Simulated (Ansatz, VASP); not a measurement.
# ZrC in VASP and in Ansatz

The input INCAR:

```
PREC = Accurate ; ENCUT = 520
EDIFF = 1E-6 ; ISMEAR = 0
SIGMA = 0.1 ; LREAL = F
LASPH = T ; NELM = 100
ALGO = Normal ; ISIF = 2
LWAVE = F ; LCHARG = T
GGA = PE ; LELF = T
LVHAR = T ; NBANDS = 15
```

The input KPOINTS:

```
Automatic mesh
0
Gamma
  16 16 16
```

Contents of POSCAR:

```
ZrC
1.0
    0.0000000000      2.2571886882      2.2571886882
    2.2571886882      0.0000000000      2.2571886882
    2.2571886882      2.2571886882      0.0000000000
Zr C
1 1
Direct
    0.5000000000      0.5000000000      0.5000000000
    0.0000000000      0.0000000000      0.0000000000
```

Input for Ansatz:

```yaml
crystal:
  lattice:
    - [0.0, 2.2571886882, 2.2571886882]
    - [2.2571886882, 0.0, 2.2571886882]
    - [2.2571886882, 2.2571886882, 0.0]
  atoms:
    - { symbol: Zr, position: [0.5, 0.5, 0.5] }
    - { symbol: C, position: [0.0, 0.0, 0.0] }
basis:
  ecutwfc: 420
kpoints:
  mp_grid: { grid: [16, 16, 16] }
hamiltonian:
  xc: pbe
scf:
  occupations: { method: gaussian, width: 0.1 }
output:
  forces: true
  stress: true
  eigenvalues: true
```

Alike in both runs: task single point; functional PBE; k mesh 16 × 16 × 16; occupations gaussian, width 0.1 eV; no spin polarisation.

|  | VASP | Ansatz |
| --- | --- | --- |
| version | VASP 6.6.1 | Ansatz 0.2.0 |
| potentials or method | VASP PAW PBE potentials, release 64 (Zr_sv, C), cutoff 520 eV | scalar-relativistic, plane waves, PAW |
| valence electrons in the cell | 16 | 16 |

|  | VASP | Ansatz | Ansatz less VASP |
| --- | --- | --- | --- |
| gap on the k mesh at the Fermi level (eV) | none | none | - |
| pressure (GPa) | 36.5 | 36.2 | -0.32 |

A gap of «none» marks a metal or a gap that the smearing closes. Both programs put the cell under a high pressure, so it lies far from rest at this level. The functional is the same, so the differences come from potentials, cutoffs and numerics.
